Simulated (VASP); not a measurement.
# Al (Fm-3m) in VASP: further runs

Runs on Al. Level: r2SCAN. Tasks: single point, relaxation of volume and atoms at fixed shape.

Everything below comes from runs of VASP 6.6.1. Logs are shortened: lines on timing, memory, paths and dates and some standing lists are left out, and cuts for length are marked.

## 1. The cell of the first run

Symmetry: Fm-3m, No. 225, cubic system. Conventional cell: a = 3.991 Å, b = 3.991 Å, c = 3.991 Å, α = 90.00°, β = 90.00°, γ = 90.00°. Al (site symmetry m-3m) has 12 Al at 2.82 Å within 3.7 Å.

## 2. Single point, r2SCAN

The input, POSCAR:

```
Al
1.0
    0.0000000000      1.9956372027      1.9956372027
    1.9956372027      0.0000000000      1.9956372027
    1.9956372027      1.9956372027      0.0000000000
Al
1
Direct
    0.0000000000      0.0000000000      0.0000000000
```

The input, INCAR.step1:

```
PREC = Accurate
ENCUT = 520
ISMEAR = 0
SIGMA = 0.05
LREAL = False
LASPH = True
NELM = 100
NBANDS = 8
GGA = PE
ALGO = Normal
EDIFF = 1E-4
LWAVE = True
LCHARG = False
```

The input, INCAR.step2:

```
PREC = Accurate
ENCUT = 520
EDIFF = 1E-6
ISMEAR = 0
SIGMA = 0.05
LREAL = False
LASPH = True
NELM = 100
ALGO = Normal
ISIF = 2
LWAVE = False
LCHARG = False
METAGGA = R2SCAN
LMIXTAU = True
NBANDS = 8
ISTART = 1
```

The input, KPOINTS:

```
regular mesh
0
Gamma
  18 18 18
```

Potentials or basis: VASP PAW PBE potentials, release 64 (Al).

The run is started by

```console
cat potpaw_PBE.64/Al/POTCAR > POTCAR
cp INCAR.step1 INCAR
mpirun -np 1 vasp_std > vasp.out
cp INCAR.step2 INCAR
mpirun -np 1 vasp_std > vasp.out
```

OUTCAR:

```text
PREC = Accurate
   ENCUT = 520
   EDIFF = 1E-6
   ISMEAR = 0
   LREAL = False
   LASPH = True
   NELM = 100
   ISIF = 2
   METAGGA = R2SCAN
   ISTART = 1

 ion  position               nearest neighbor table
   1  0.000  0.000  0.000-

  LATTYP: Found a face centered cubic cell.
 ALAT       =     3.9912744054

  Lattice vectors:

 A1 = (   0.0000000000,   1.9956372027,   1.9956372027)
 A2 = (   1.9956372027,   0.0000000000,   1.9956372027)
 A3 = (   1.9956372027,   1.9956372027,   0.0000000000)

Analysis of symmetry for initial positions (statically):
=====================================================================
 Subroutine PRICEL returns:
 Original cell was already a primitive cell.

 Routine SETGRP: Setting up the symmetry group for a
 face centered cubic supercell.

 Subroutine GETGRP returns: Found 48 space group operations
[... 9 lines left out ...]

 Routine SETGRP: Setting up the symmetry group for a
 face centered cubic supercell.

 Subroutine GETGRP returns: Found 48 space group operations
[... 11 lines left out ...]
                                     Primitive cell

  volume of cell :      15.8955

  direct lattice vectors                    reciprocal lattice vectors
     0.000000000  1.995637203  1.995637203    -0.250546542  0.250546542  0.250546542
     1.995637203  0.000000000  1.995637203     0.250546542 -0.250546542  0.250546542
     1.995637203  1.995637203  0.000000000     0.250546542  0.250546542 -0.250546542

  length of vectors
     2.822257198  2.822257198  2.822257198     0.433959340  0.433959340  0.433959340

  position of ions in fractional coordinates (direct lattice)
     0.000000000  0.000000000  0.000000000

  ion indices of the primitive-cell ions
   primitive index   ion index
                 1           1

----------------------------------------------------------------------------------------

 KPOINTS: regular mesh

Automatic generation of k-mesh.
 Grid dimensions read from file:
 generate k-points for:   18   18   18

 Generating k-lattice:

  Cartesian coordinates                     Fractional coordinates (reciprocal lattice)
    -0.013919252  0.013919252  0.013919252     0.055555556  0.000000000  0.000000000
     0.013919252 -0.013919252  0.013919252     0.000000000  0.055555556  0.000000000
     0.013919252  0.013919252 -0.013919252     0.000000000  0.000000000  0.055555556

  Length of vectors
     0.024108852  0.024108852  0.024108852

  Shift w.r.t. Gamma in fractional coordinates (k-lattice)
     0.000000000  0.000000000  0.000000000

 Subroutine IBZKPT returns following result:
 ===========================================

 Found    195 irreducible k-points:

 Following reciprocal coordinates:
            Coordinates               Weight
  0.000000  0.000000  0.000000      1.000000
  0.055556  0.000000  0.000000      8.000000
  0.111111  0.000000  0.000000      8.000000
  0.166667  0.000000  0.000000      8.000000
  0.222222  0.000000  0.000000      8.000000
  0.277778  0.000000  0.000000      8.000000
[... 16 lines left out ...]
 -0.277778  0.055556  0.000000     24.000000
 -0.222222  0.055556  0.000000     24.000000
 [... further k-points ...]
   k-points           NKPTS =    195   k-points in BZ     NKDIM =    195   number of bands    NBANDS=      8
   number of dos      NEDOS =    301   number of ions     NIONS =      1
   total plane-waves  NPLWV =  13824
   dimension x,y,z NGX =    24 NGY =   24 NGZ =   24
   dimension x,y,z NGXF=    48 NGYF=   48 NGZF=   48
   ions per type =               1
   NGX,Y,Z   is equivalent  to a cutoff of  14.14, 14.14, 14.14 a.u.
   NGXF,Y,Z  is equivalent  to a cutoff of  28.27, 28.27, 28.27 a.u.
 SYSTEM =  unknown system
   PREC   = accura    normal or accurate (medium, high low for compatibility)
   ISTART =      1    job   : 0-new  1-cont  2-samecut
   ICHARG =      0    charge: 1-file 2-atom 10-const
   ISPIN  =      1    spin polarized calculation?
   LNONCOLLINEAR =      F non collinear calculations
   LSORBIT =      F    spin-orbit coupling
   LASPH  =      T    aspherical Exc in radial PAW
   ENCUT  =  520.0 eV  38.22 Ry    6.18 a.u.   5.25  5.25  5.25*2*pi/ulx,y,z
   NELM   =    100;   NELMIN=  2; NELMDL=  0     # of ELM steps
   EDIFF  = 0.1E-05   stopping-criterion for ELM
   LREAL  =      F    real-space projection
   EDIFFG = 0.1E-04   stopping-criterion for IOM
   NSW    =      0    number of steps for IOM
   IBRION =     -1    ionic relax: 0-MD 1-quasi-New 2-CG
   NFREE  =      0    steps in history (QN), initial steepest desc. (CG)
   ISIF   =      2    stress and relaxation
   ISYM   =      2    0-nonsym 1-usesym 2-fastsym
   POTIM  = 0.5000    time-step for ionic-motion
   TEBEG  =    0.0;   TEEND  =   0.0 temperature during run
   PSTRESS=    0.0 pullay stress
   NELECT =       3.0000    total number of electrons
   NUPDOWN=      -1.0000    fix difference up-down
   EMIN   =  10.00;   EMAX   =-10.00  energy-range for DOS
   EFERMI =   0.00;   METHOD = LEGACY
   ISMEAR =     0;   SIGMA  =   0.05  broadening in eV -4-tet -1-fermi 0-gaus
   EFERMI_NEDOS =   21; number of points for ismear=-14 and -15
   IALGO  =     38    algorithm
   IMIX   =      4    mixing-type and parameters
     AMIX     =   0.40;   BMIX     =  1.00
     AMIX_MAG =   1.60;   BMIX_MAG =  1.00
  volume/ion in A,a.u.               =      15.90       107.27
  Fermi-wavevector in a.u.,A,eV,Ry     =   0.939053  1.774554 11.997909  0.881821
  Thomas-Fermi vector in A             =   2.066327
   LORBIT       =      0    0 simple, 1 ext, 2 COOP (PROOUT), +10 PAW based schemes
   METAGGA = R2SCAN    functional components
   LHFCALC =     F    Hartree Fock is set to
   AEXX    =    0.0000 exact exchange contribution
   IVDW    =     0    specifies the selected vdW correction
   LEPSILON=     F    determine dielectric tensor
   LRPA    =     F    only Hartree local field effects (RPA)
 non-spin polarized calculation
 Gauss-broadening in eV      SIGMA  =   0.05
  energy-cutoff  :      520.00
  volume of cell :       15.90
 maximum number of plane-waves:       444
 NGX is ok and might be reduce to    24
   NGX = 11   NGY = 11   NGZ = 11

 number of electron       3.0000000 magnetization

 Free energy of the ion-electron system (eV)
  ---------------------------------------------------
  ext. energy  EPLUGINS =         0.00000000
  ---------------------------------------------------
  free energy    TOTEN  =        -6.73596092 eV

  energy without entropy =       -6.73515496  energy(sigma->0) =       -6.73555794

 E-fermi :   8.4040     XC(G=0): -11.0449

 val. band max:        8.4011418835   @ k =  -0.3333   0.4444   0.1111
 cond. band min:       8.4509224988   @ k =  -0.3333   0.3889   0.0556
 fundamental gap:      0.0497806153
 Fermi energy:         8.4039967752

 k-point     1 :       0.0000    0.0000    0.0000
  band No.  band energies     occupation
      1      -3.6937      2.00000
      2      21.9454      0.00000
      3      21.9454      0.00000
      4      21.9454      0.00000
      5      24.1530      0.00000
      6      24.1530      0.00000
      7      24.1530      0.00000
      8      26.0458      0.00000

 k-point     2 :       0.0556    0.0000    0.0000
  band No.  band energies     occupation
      1      -3.6023      2.00000
      2      20.4149      0.00000
      3      21.6897      0.00000
      4      21.6897      0.00000
      5      24.5550      0.00000
      6      24.5550      0.00000
      7      24.6056      0.00000
      8      27.0570      0.00000

 k-point     3 :       0.1111    0.0000    0.0000
  band No.  band energies     occupation
      1      -3.3286      2.00000
      2      18.0327      0.00000
      3      21.2111      0.00000
      4      21.2111      0.00000
      5      24.5785      0.00000
      6      25.4512      0.00000
      7      25.4512      0.00000
      8      27.7789      0.00000

 k-point     4 :       0.1667    0.0000    0.0000
  band No.  band energies     occupation
      1      -2.8735      2.00000
      2      15.6156      0.00000
      3      20.7666      0.00000
      4      20.7666      0.00000
      5      24.3644      0.00000
      6      26.0822      0.00000
      7      26.0822      0.00000
      8      27.0685      0.00000

 k-point     5 :       0.2222    0.0000    0.0000
  band No.  band energies     occupation
      1      -2.2389      2.00000
      2      13.2763      0.00000
      3      20.4316      0.00000
      4      20.4316      0.00000
      5      24.1559      0.00000
      6      25.0846      0.00000
      7      25.0846      0.00000
      8      28.2227      0.00000

 k-point     6 :       0.2778    0.0000    0.0000
  band No.  band energies     occupation
      1      -1.4273      2.00000
      2      11.0514      0.00000
      3      20.2293      0.00000
      4      20.2293      0.00000
      5      23.9879      0.00000
      6      23.9879      0.00000
      7      24.0293      0.00000
      8      28.3399      0.00000

 k-point     7 :       0.3333    0.0000    0.0000
  band No.  band energies     occupation
      1      -0.4419      2.00000
      2       8.9585      0.00000
      3      20.1676      0.00000
      4      20.1676      0.00000
      5      23.0094      0.00000
      6      23.0094      0.00000
      7      24.0235      0.00000
      8      27.3426      0.00000
[... 133 lines left out ...]
 k-point    20 :      -0.4444    0.0556    0.0000
  band No.  band energies     occupation
      1       2.5702      2.00000
      2       4.7391      2.00000
      3      18.7756      0.00000
      4      20.0498      0.00000
      5      21.6667      0.00000
      6      21.9770      0.00000
      7      25.3095      0.00000
      8      26.4267      0.00000

 k-point    21 :      -0.3889    0.0556    0.0000
  band No.  band energies     occupation
      1       1.2122      2.00000
      2       6.4680      2.00000
      3      18.4909      0.00000
      4      20.6854      0.00000
      5      21.6951      0.00000
      6      22.3181      0.00000
      7      24.9737      0.00000
      8      27.1003      0.00000

 k-point    22 :      -0.3333    0.0556    0.0000
  band No.  band energies     occupation
      1       0.0035      2.00000
      2       8.3638      1.74413
      3      18.3590      0.00000
      4      21.3591      0.00000
      5      21.6751      0.00000
      6      23.1163      0.00000
      7      24.7830      0.00000
      8      27.9066      0.00000

 k-point    23 :      -0.2778    0.0556    0.0000
  band No.  band energies     occupation
      1      -1.0383      2.00000
      2      10.4056      0.00000
      3      18.3810      0.00000
      4      21.4915      0.00000
      5      22.4891      0.00000
      6      24.0346      0.00000
      7      24.7550      0.00000
      8      28.7648      0.00000

 k-point    24 :      -0.2222    0.0556    0.0000
  band No.  band energies     occupation
      1      -1.9077      2.00000
      2      12.5802      0.00000
      3      18.5568      0.00000
      4      21.6327      0.00000
      5      23.5680      0.00000
      6      24.7019      0.00000
      7      25.2256      0.00000
      8      27.5717      0.00000

 [... further k-points ...]
[... 5 lines left out ...]
  --------------------------------------------------------------------------------------
  -------------------------------------------------------------------------------------
  Total       -0.0320212     -0.0320212     -0.0320212     -0.0000000     -0.0000000      0.0000000
  in kB       -3.2275495     -3.2275495     -3.2275495     -0.0000000     -0.0000000      0.0000000
  external PRESSURE =      -3.2275495 kB  Pullay stress =       0.0000000 kB

 VOLUME and BASIS-vectors are now :
 -----------------------------------------------------------------------------
  energy-cutoff  :      520.00
  volume of cell :       15.90
      direct lattice vectors                 reciprocal lattice vectors
     0.000000000  1.995637203  1.995637203    -0.250546542  0.250546542  0.250546542
     1.995637203  0.000000000  1.995637203     0.250546542 -0.250546542  0.250546542
     1.995637203  1.995637203  0.000000000     0.250546542  0.250546542 -0.250546542

 POSITION                                       TOTAL-FORCE (eV/Angst)
 -----------------------------------------------------------------------------------
      0.00000      0.00000      0.00000        -0.000000      0.000000     -0.000000
 -----------------------------------------------------------------------------------
    total drift:                               -0.000000      0.000000      0.000000

  FREE ENERGIE OF THE ION-ELECTRON SYSTEM (eV)
  ---------------------------------------------------
  free  energy   TOTEN  =        -6.7359609189 eV

  energy  without entropy=       -6.7351549646  energy(sigma->0) =       -6.73555794
```

Run time: 47 s. Hardware: 1 thread of Intel Xeon Platinum 8488C (Sapphire Rapids), shared host; peak memory 0.15 GiB.

Results:

| Item | Value |
| --- | --- |
| Free energy | -6.7360 eV |
| Pressure | -0.3 GPa |

Levels at points of the mesh, in eV from the Fermi level:
```csv
k point,band 1,band 2,band 3,band 4
"(0.00, 0.00, 0.00)",-12.10,13.54,13.54,13.54
"(0.50, 0.00, 0.00)",-5.15,-4.58,12.27,12.27
"(0.50, 0.50, 0.00)",-3.24,-1.66,5.48,6.19
```

Caveat: the PAW data sets were made with another functional, which shifts forces and pressure a little.

## 3. Relaxation of volume and atoms at fixed shape, r2SCAN

This run uses another cell than the first one, of 16.60 Å³/atom, 1.044 times its volume.

The input, POSCAR:

```
Al
1.0
    0.0000000000      2.0248050000      2.0248050000
    2.0248050000      0.0000000000      2.0248050000
    2.0248050000      2.0248050000      0.0000000000
Al
1
Direct
    0.0000000000      0.0000000000      0.0000000000
```

The input, INCAR.step1:

```
SYSTEM = Al
PREC     = Accurate       ! precision mode
ENCUT    = 600            ! plane-wave cutoff, eV
ISMEAR   = 0              ! smearing method
SIGMA    = 0.05           ! smearing width, eV
LREAL    = .FALSE.        ! projectors in reciprocal space
LASPH    = .TRUE.         ! aspherical terms in the spheres
NELM     = 100            ! most SCF steps
GGA      = PE             ! functional
ALGO     = Normal         ! electronic algorithm
EDIFF    = 1E-4           ! SCF threshold, eV
LWAVE    = .TRUE.         ! write WAVECAR
LCHARG   = .FALSE.        ! write CHGCAR
```

The input, INCAR.step2:

```
SYSTEM = Al
PREC     = Accurate       ! precision mode
ENCUT    = 600            ! plane-wave cutoff, eV
EDIFF    = 1E-7           ! SCF threshold, eV
ISMEAR   = 0              ! smearing method
SIGMA    = 0.05           ! smearing width, eV
LREAL    = .FALSE.        ! projectors in reciprocal space
LASPH    = .TRUE.         ! aspherical terms in the spheres
NELM     = 100            ! most SCF steps
ALGO     = Normal         ! electronic algorithm
ISIF     = 8              ! what is computed and relaxed
LWAVE    = .FALSE.        ! write WAVECAR
LCHARG   = .FALSE.        ! write CHGCAR
METAGGA  = R2SCAN         ! meta-GGA
LMIXTAU  = .TRUE.       
IBRION   = 2              ! ionic algorithm
NSW      = 80             ! ionic steps
EDIFFG   = -0.02          ! ionic threshold
ISTART   = 1
```

The input, KPOINTS:

```
Automatic mesh
0
G
  18 18 18
  0 0 0
```

Potentials or basis: VASP PAW PBE potentials, release 64 (Al).

The run is started by

```console
cat potpaw_PBE.64/Al/POTCAR > POTCAR
cp INCAR.step1 INCAR
mpirun -np 1 vasp_std > vasp.out
cp INCAR.step2 INCAR
mpirun -np 1 vasp_std > vasp.out
```

Wall time 87 s (1 thread of Intel Xeon Platinum 8488C (Sapphire Rapids), shared host); peak memory 0.15 GiB.

The run converged. Its results:

```yaml
Free_energy: -6.7360 eV
Relaxed_volume: 15.83 Å³/atom
Relaxed_cell: a = 2.819 Å, b = 2.819 Å, c = 2.819 Å, α = 60.00°, β = 60.00°, γ = 60.00°
Space_group_after_relaxing_to_0.05_Å: Fm-3m (No. 225)
Energy_gained_by_relaxing: 9.8 meV/atom
Ionic_steps: 3
Pressure_after_relaxing: 0.0 GPa
```

Step by step:
```csv
step,energy change (eV),largest force (eV/Å),pressure (GPa),volume (Å³)
1,0.0000,0.0000,-3.88,16.60
2,-0.0092,0.0000,1.11,15.65
3,-0.0098,0.0000,0.03,15.83
```

Final structure:
```
Al
1.0
     0.00000    1.99303    1.99303
     1.99303    0.00000    1.99303
     1.99303    1.99303    0.00000
Al
1
Cartesian
  0.0000 0.0000 0.0000
```

Levels at points of the mesh, in eV from the Fermi level:
| k point | band 1 | band 2 | band 3 | band 4 | band 5 |
| --- | --- | --- | --- | --- | --- |
| (0.00, 0.00, 0.00) | -12.13 | 13.56 | 13.56 | 13.56 | 15.80 |
| (0.50, 0.00, 0.00) | -5.16 | -4.58 | 12.28 | 12.28 | 12.79 |
| (0.50, 0.50, 0.00) | -3.25 | -1.66 | 5.48 | 6.21 | 6.21 |

Caveat: the PAW data sets were made with another functional, which shifts forces and pressure a little.
